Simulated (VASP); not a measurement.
# Al2O3 (R-3c) in VASP: further runs

Al2O3 is run at these levels: PBEsol, r2SCAN+rVV10; tasks: single point.

All numbers are computed with VASP 6.6.1; they aren't measurements. Logs are shortened: lines on timing, memory, paths and dates and some standing lists are left out, and cuts for length are marked.

## (1) The cell of the first run

The structure is trigonal, space group R-3c (No. 167). The conventional cell has a = 4.774 Å, b = 4.774 Å, c = 13.014 Å, α = 90.00°, β = 90.00°, γ = 120.00°. Al (site symmetry 3) has 6 O at 1.86 to 1.97 Å within 2.5 Å. Within 2.9 Å of O (site symmetry 2) lie 4 Al at 1.86 to 1.97 Å and 12 O at 2.53 to 2.88 Å.

## (2) Single point, PBEsol

The input, INCAR:

```
SYSTEM = Al2O3
ALGO = Normal
EDIFF = 1E-6
ENCUT = 520
GGA = PS
ISIF = 2
ISMEAR = -1
LASPH = .True.
LCHARG = .True.
LELF = .True.
LREAL = .False.
LVHAR = .True.
LWAVE = .False.
NBANDS = 35
NELM = 80
PREC = Accurate
SIGMA = 0.03
```

The input, KPOINTS:

```
k-points
0
Gamma
  6 6 6
  0 0 0
```

The input, POSCAR:

```
Al2O3
1.0
    2.3868189684      1.3780305739      4.3381128653
   -2.3868189684      1.3780305739      4.3381128653
    0.0000000000     -2.7560611478      4.3381128653
Al O
4 6
Direct
    0.8520769851      0.8520769851      0.8520769851
    0.3520769851      0.3520769851      0.3520769851
    0.1479230149      0.1479230149      0.1479230149
    0.6479230149      0.6479230149      0.6479230149
    0.4441394785      0.0558605215      0.7500000000
    0.0558605215      0.7500000000      0.4441394785
    0.5558605215      0.9441394785      0.2500000000
    0.2500000000      0.5558605215      0.9441394785
    0.9441394785      0.2500000000      0.5558605215
    0.7500000000      0.4441394785      0.0558605215
```

Potentials or basis: VASP PAW PBE potentials, release 64 (Al, O).

Launch:

```sh
$ cat potpaw_PBE.64/Al/POTCAR potpaw_PBE.64/O/POTCAR > POTCAR
$ mpirun -np 1 vasp_std > vasp.out
```

OUTCAR:

```text
SYSTEM = Al2O3
   EDIFF = 1E-6
   ENCUT = 520
   GGA = PS
   ISIF = 2
   ISMEAR = -1
   LASPH = .True.
   LREAL = .False.
   NELM = 80
   PREC = Accurate

 ion  position               nearest neighbor table
   1  0.852  0.852  0.852-   9 1.86   7 1.86   8 1.86   6 1.97  10 1.97   5 1.97   4 2.66   3 2.80
                             3 2.80   3 2.80   4 3.23   4 3.23   4 3.23
   2  0.352  0.352  0.352-  10 1.86   5 1.86   6 1.86   8 1.97   9 1.97   7 1.97   3 2.66   4 2.80
                             4 2.80   4 2.80   3 3.23   3 3.23   3 3.23
   3  0.148  0.148  0.148-   6 1.86   5 1.86  10 1.86   9 1.97   8 1.97   7 1.97   2 2.66   1 2.80
                             1 2.80   1 2.80   2 3.23   2 3.23   2 3.23
   4  0.648  0.648  0.648-   8 1.86   7 1.86   9 1.86  10 1.97   6 1.97   5 1.97   1 2.66   2 2.80
                             2 2.80   2 2.80   1 3.23   1 3.23   1 3.23
   5  0.444  0.056  0.750-   2 1.86   3 1.86   1 1.97   4 1.97
   6  0.056  0.750  0.444-   3 1.86   2 1.86   1 1.97   4 1.97
   7  0.556  0.944  0.250-   1 1.86   4 1.86   3 1.97   2 1.97
   8  0.250  0.556  0.944-   4 1.86   1 1.86   2 1.97   3 1.97
   9  0.944  0.250  0.556-   1 1.86   4 1.86   3 1.97   2 1.97
  10  0.750  0.444  0.056-   2 1.86   3 1.86   4 1.97   1 1.97

  LATTYP: Found a trigonal (rhomboedric) cell.
 ALAT       =     5.1395618765
 COS(alpha) =     0.5686629549

  Lattice vectors:

 A1 = (   2.3868189684,   1.3780305739,   4.3381128653)
 A2 = (  -2.3868189684,   1.3780305739,   4.3381128653)
 A3 = (   0.0000000000,  -2.7560611478,   4.3381128653)

Analysis of symmetry for initial positions (statically):
=====================================================================
 Subroutine PRICEL returns:
 Original cell was already a primitive cell.

 Routine SETGRP: Setting up the symmetry group for a
 trigonal (rhombohedral) supercell.

 Subroutine GETGRP returns: Found 12 space group operations
 (whereof  6 operations were pure point group operations)
 out of a pool of 12 trial point group operations.

The static configuration has the point symmetry S_6 .
 The point group associated with its full space group is D_3d.

Analysis of symmetry for dynamics (positions and initial velocities):
=====================================================================
 Subroutine PRICEL returns:
 Original cell was already a primitive cell.

 Routine SETGRP: Setting up the symmetry group for a
 trigonal (rhombohedral) supercell.

 Subroutine GETGRP returns: Found 12 space group operations
 (whereof  6 operations were pure point group operations)
 out of a pool of 12 trial point group operations.

[... 123 lines left out ...]
   ISIF   =      2    stress and relaxation
   ISYM   =      2    0-nonsym 1-usesym 2-fastsym
   POTIM  = 0.5000    time-step for ionic-motion
   TEBEG  =    0.0;   TEEND  =   0.0 temperature during run
   PSTRESS=    0.0 pullay stress
   NELECT =      48.0000    total number of electrons
   NUPDOWN=      -1.0000    fix difference up-down
   EMIN   =  10.00;   EMAX   =-10.00  energy-range for DOS
   EFERMI =   0.00;   METHOD = LEGACY
   ISMEAR =    -1;   SIGMA  =   0.03  broadening in eV -4-tet -1-fermi 0-gaus
   EFERMI_NEDOS =   21; number of points for ismear=-14 and -15
   IALGO  =     38    algorithm
   IMIX   =      4    mixing-type and parameters
     AMIX     =   0.40;   BMIX     =  1.00
     AMIX_MAG =   1.60;   BMIX_MAG =  1.00
  volume/ion in A,a.u.               =       8.56        57.77
  Fermi-wavevector in a.u.,A,eV,Ry     =   1.349932  2.551001 24.794106  1.822315
  Thomas-Fermi vector in A             =   2.477478
   LORBIT       =      0    0 simple, 1 ext, 2 COOP (PROOUT), +10 PAW based schemes
   GGA     = PS    functional components
   LHFCALC =     F    Hartree Fock is set to
   AEXX    =    0.0000 exact exchange contribution
   IVDW    =     0    specifies the selected vdW correction
   LEPSILON=     F    determine dielectric tensor
   LRPA    =     F    only Hartree local field effects (RPA)
 non-spin polarized calculation
  energy-cutoff  :      520.00
  volume of cell :       85.61
 maximum number of plane-waves:      2328
 NGX is ok and might be reduce to    40
   NGX = 19   NGY = 19   NGZ = 19

 number of electron      48.0000012 magnetization

 Free energy of the ion-electron system (eV)
  ---------------------------------------------------
  ext. energy  EPLUGINS =         0.00000000
  ---------------------------------------------------
  free energy    TOTEN  =       -78.66430992 eV

  energy without entropy =      -78.66430992  energy(sigma->0) =      -78.66430992

 E-fermi :   6.6606     XC(G=0): -11.9067

 val. band max:        5.9518698112   @ k =   0.0000   0.0000   0.0000
 cond. band min:      11.9926699308   @ k =   0.0000   0.0000   0.0000
 fundamental gap:      6.0408001196
 Fermi energy:         6.6605930773

 k-point     1 :       0.0000    0.0000    0.0000
  band No.  band energies     occupation
      1     -13.2000      2.00000
      2     -10.8446      2.00000
      3     -10.5637      2.00000
      4     -10.5637      2.00000
      5     -10.2398      2.00000
      6     -10.2398      2.00000
[... 901 lines left out ...]
     34      19.1462      0.00000
     35      19.2926      0.00000

 [... further k-points ...]
[... 5 lines left out ...]
  --------------------------------------------------------------------------------------
  -------------------------------------------------------------------------------------
  Total        0.0680513      0.0680513      0.0164094      0.0000000      0.0000000      0.0000000
  in kB        1.2735513      1.2735513      0.3070950      0.0000000      0.0000000      0.0000000
  external PRESSURE =       0.9513992 kB  Pullay stress =       0.0000000 kB

 VOLUME and BASIS-vectors are now :
 -----------------------------------------------------------------------------
  energy-cutoff  :      520.00
  volume of cell :       85.61
      direct lattice vectors                 reciprocal lattice vectors
     2.386818968  1.378030574  4.338112865     0.209483839  0.120945551  0.076838327
    -2.386818968  1.378030574  4.338112865    -0.209483839  0.120945551  0.076838327
     0.000000000 -2.756061148  4.338112865     0.000000000 -0.241891101  0.076838327

 POSITION                                       TOTAL-FORCE (eV/Angst)
 -----------------------------------------------------------------------------------
      0.00000      0.00000     11.08922        -0.000000      0.000000     -0.001758
      0.00000      0.00000      4.58205        -0.000000      0.000000     -0.001758
      0.00000      0.00000      1.92512        -0.000000      0.000000      0.001758
      0.00000      0.00000      8.43229        -0.000000      0.000000      0.001758
      0.92675     -1.37803      5.42264         0.004363      0.000000     -0.000000
     -1.65679     -0.11358      5.42264        -0.002181     -0.003778      0.000000
     -0.92675      1.37803      7.59170        -0.004363      0.000000     -0.000000
     -0.73003     -1.49161      7.59170         0.002181     -0.003778      0.000000
      1.65679      0.11358      7.59170         0.002181      0.003778      0.000000
      0.73003      1.49161      5.42264        -0.002181      0.003778      0.000000
 -----------------------------------------------------------------------------------
    total drift:                               -0.000000      0.000000     -0.000000

  FREE ENERGIE OF THE ION-ELECTRON SYSTEM (eV)
  ---------------------------------------------------
  free  energy   TOTEN  =       -78.6643099200 eV

  energy  without entropy=      -78.6643099200  energy(sigma->0) =      -78.66430992
```

stdout:

```text
POSCAR found type information on POSCAR AlO
 POSCAR found :  2 types and      10 ions
 scaLAPACK will be used
 -----------------------------------------------------------------------------
|                                                                             |
|                                                                             |
|     You enforced a specific xc type in the INCAR file but a different       |
|     I HOPE YOU KNOW WHAT YOU ARE DOING!                                     |
|                                                                             |
 -----------------------------------------------------------------------------

 LDA part: xc-table for (Slater+PW92), standard interpolation
 POSCAR, INCAR and KPOINTS ok, starting setup
 FFT: planning ... GRIDC
 FFT: planning ... GRID_SOFT
 FFT: planning ... GRID
 WAVECAR not read
 entering main loop
```

Run time: 44 s. Hardware: 1 thread of Intel Xeon 6975P-C (Granite Rapids), shared host; peak memory 0.26 GiB.

Results:

```yaml
Free_energy: -78.6643 eV
Pressure: 0.1 GPa
Largest_force: 0.004 eV/Å
Band_gap_on_the_k_mesh: 6.04 eV
```

Forces on the atoms (eV/Å):
```
Al   0.000  0.000 -0.002
Al   0.000  0.000 -0.002
Al   0.000  0.000  0.002
Al   0.000  0.000  0.002
O    0.004  0.000  0.000
O   -0.002 -0.004  0.000
O   -0.004  0.000  0.000
O    0.002 -0.004  0.000
O    0.002  0.004  0.000
O   -0.002  0.004  0.000
```

Caveat: the PAW data sets were made with another functional, which shifts forces and pressure a little. A k mesh can miss the band edges.

## (3) Single point, r2SCAN+rVV10

This run uses another cell than the first one, of 8.46 Å³/atom.

The input, POSCAR:

```
Al2O3
1.0
    2.3761934381      1.3718959212      4.3236117435
   -2.3761934381      1.3718959212      4.3236117435
    0.0000000000     -2.7437918423      4.3236117435
Al O
4 6
Direct
    0.8519516882      0.8519516882      0.8519516882
    0.3519516882      0.3519516882      0.3519516882
    0.1480483118      0.1480483118      0.1480483118
    0.6480483118      0.6480483118      0.6480483118
    0.4435899872      0.0564100128      0.7500000000
    0.0564100128      0.7500000000      0.4435899872
    0.5564100128      0.9435899872      0.2500000000
    0.2500000000      0.5564100128      0.9435899872
    0.9435899872      0.2500000000      0.5564100128
    0.7500000000      0.4435899872      0.0564100128
```

The input, INCAR.step1:

```
  ALGO = Normal
  EDIFF = 1E-4
  ENCUT = 520
  GGA = PE
  ISMEAR = -1
  LASPH = T
  LCHARG = F
  LREAL = F
  LWAVE = T
  NBANDS = 35
  NELM = 80
  PREC = Accurate
  SIGMA = 0.03
```

The input, INCAR.step2:

```
  ALGO = Normal
  BPARAM = 11.95
  CPARAM = 0.0093
  EDIFF = 1E-7
  ENCUT = 520
  ISIF = 2
  ISMEAR = -1
  ISTART = 1
  IVDW_NL = 2
  LASPH = T
  LCHARG = F
  LMIXTAU = T
  LREAL = F
  LUSE_VDW = T
  LWAVE = F
  METAGGA = R2SCAN
  NBANDS = 35
  NELM = 80
  PREC = Accurate
  SIGMA = 0.03
```

The input, KPOINTS:

```
k-points
0
Gamma
  6 6 6
```

Potentials or basis: VASP PAW PBE potentials, release 64 (Al, O).

Launch:

```sh
$ cat potpaw_PBE.64/Al/POTCAR potpaw_PBE.64/O/POTCAR > POTCAR
$ cp INCAR.step1 INCAR
$ mpirun -np 1 vasp_std > vasp.out
$ cp INCAR.step2 INCAR
$ mpirun -np 1 vasp_std > vasp.out
```

OUTCAR:

```text
BPARAM = 11.95
   EDIFF = 1E-7
   ENCUT = 520
   ISIF = 2
   ISMEAR = -1
   ISTART = 1
   IVDW_NL = 2
   LASPH = T
   LREAL = F
   METAGGA = R2SCAN
   NELM = 80
   PREC = Accurate

 ion  position               nearest neighbor table
   1  0.852  0.852  0.852-   8 1.85   7 1.85   9 1.85   5 1.97   6 1.97  10 1.97   4 2.64   3 2.79
                             3 2.79   3 2.79   4 3.22   4 3.22   4 3.22
   2  0.352  0.352  0.352-   6 1.85   5 1.85  10 1.85   7 1.97   8 1.97   9 1.97   3 2.64   4 2.79
                             4 2.79   4 2.79   3 3.22   3 3.22   3 3.22
   3  0.148  0.148  0.148-  10 1.85   5 1.85   6 1.85   7 1.97   9 1.97   8 1.97   2 2.64   1 2.79
[... 1143 lines left out ...]
  external PRESSURE =      -4.3127542 kB  Pullay stress =       0.0000000 kB

 VOLUME and BASIS-vectors are now :
 -----------------------------------------------------------------------------
  energy-cutoff  :      520.00
  volume of cell :       84.57
      direct lattice vectors                 reciprocal lattice vectors
     2.376193438  1.371895921  4.323611743     0.210420579  0.121486378  0.077096038
    -2.376193438  1.371895921  4.323611743    -0.210420579  0.121486378  0.077096038
     0.000000000 -2.743791842  4.323611743     0.000000000 -0.242972756  0.077096038

 POSITION                                       TOTAL-FORCE (eV/Angst)
 -----------------------------------------------------------------------------------
      0.00000      0.00000     11.05052        -0.000000     -0.000000     -0.016940
      0.00000      0.00000      4.56511        -0.000000     -0.000000     -0.016940
      0.00000      0.00000      1.92031        -0.000000      0.000000      0.016940
      0.00000      0.00000      8.40573        -0.000000      0.000000      0.016940
      0.92001     -1.37190      5.40451         0.012563      0.000000      0.000000
     -1.64810     -0.11081      5.40451        -0.006282     -0.010880      0.000000
     -0.92001      1.37190      7.56632        -0.012563      0.000000      0.000000
     -0.72809     -1.48270      7.56632         0.006282     -0.010880      0.000000
      1.64810      0.11081      7.56632         0.006282      0.010880      0.000000
      0.72809      1.48270      5.40451        -0.006282      0.010880      0.000000
 -----------------------------------------------------------------------------------
    total drift:                               -0.000000      0.000000     -0.000000

  FREE ENERGIE OF THE ION-ELECTRON SYSTEM (eV)
  ---------------------------------------------------
  free  energy   TOTEN  =       -95.0658762251 eV

  energy  without entropy=      -95.0658762251  energy(sigma->0) =      -95.06587623
```

OSZICAR.step1:

```text
N       E                     dE             d eps       ncg     rms          rms(c)
DAV:   1     0.227138029313E+03    0.22714E+03   -0.25323E+04  2240   0.131E+03
DAV:   2    -0.702021989406E+02   -0.29734E+03   -0.28728E+03  2872   0.286E+02
DAV:   3    -0.827111095815E+02   -0.12509E+02   -0.12460E+02  2912   0.598E+01
DAV:   4    -0.828059024653E+02   -0.94793E-01   -0.94743E-01  2816   0.602E+00
DAV:   5    -0.828070322895E+02   -0.11298E-02   -0.11297E-02  2819   0.656E-01    0.177E+01
DAV:   6    -0.746648054655E+02    0.81422E+01   -0.28255E+01  2718   0.284E+01    0.599E+00
DAV:   7    -0.747057008283E+02   -0.40895E-01   -0.88452E-01  2712   0.464E+00    0.329E+00
DAV:   8    -0.747251357212E+02   -0.19435E-01   -0.86395E-02  2637   0.224E+00    0.692E-01
DAV:   9    -0.747288551128E+02   -0.37194E-02   -0.22696E-02  2920   0.813E-01    0.318E-01
DAV:  10    -0.747294898172E+02   -0.63470E-03   -0.76991E-04  2469   0.166E-01    0.748E-02
DAV:  11    -0.747294573035E+02    0.32514E-04   -0.35036E-04  2792   0.107E-01
   1 F= -.74729457E+02 E0= -.74729457E+02  d E =-.256533E-11
```

It took 4.5 min on 1 thread of Intel Xeon 6975P-C (Granite Rapids), shared host; peak memory 0.51 GiB.

Results:

```yaml
Free_energy: -95.0659 eV
Pressure: -0.4 GPa
Largest_force: 0.017 eV/Å
Band_gap_on_the_k_mesh: 7.16 eV
```

Forces in eV/Å, atoms in the order of the input:
```
Al   0.000  0.000 -0.017
Al   0.000  0.000 -0.017
Al   0.000  0.000  0.017
Al   0.000  0.000  0.017
O    0.013  0.000  0.000
O   -0.006 -0.011  0.000
O   -0.013  0.000  0.000
O    0.006 -0.011  0.000
O    0.006  0.011  0.000
O   -0.006  0.011  0.000
```

Levels at points of the mesh, in eV from the valence-band top:
```
           k point  band 20  band 21  band 22  band 23  band 24  band 25  band 26  band 27  band 28  band 29
(0.00, 0.00, 0.00)    -0.53    -0.53    -0.05    -0.05     0.00     7.16    10.10    11.99    12.60    12.60
(0.50, 0.00, 0.00)    -1.36    -0.95    -0.95    -0.30    -0.30    10.42    10.42    10.73    10.73    12.76
(0.50, 0.50, 0.00)    -1.35    -1.07    -0.94    -0.79    -0.27    10.55    10.81    10.90    11.46    12.22
(0.50, 0.50, 0.50)    -2.07    -0.41    -0.41    -0.41    -0.41     9.63     9.63    12.15    12.15    13.73
```

Caveat: the PAW data sets were made with another functional, which shifts forces and pressure a little. A k mesh can miss the band edges.
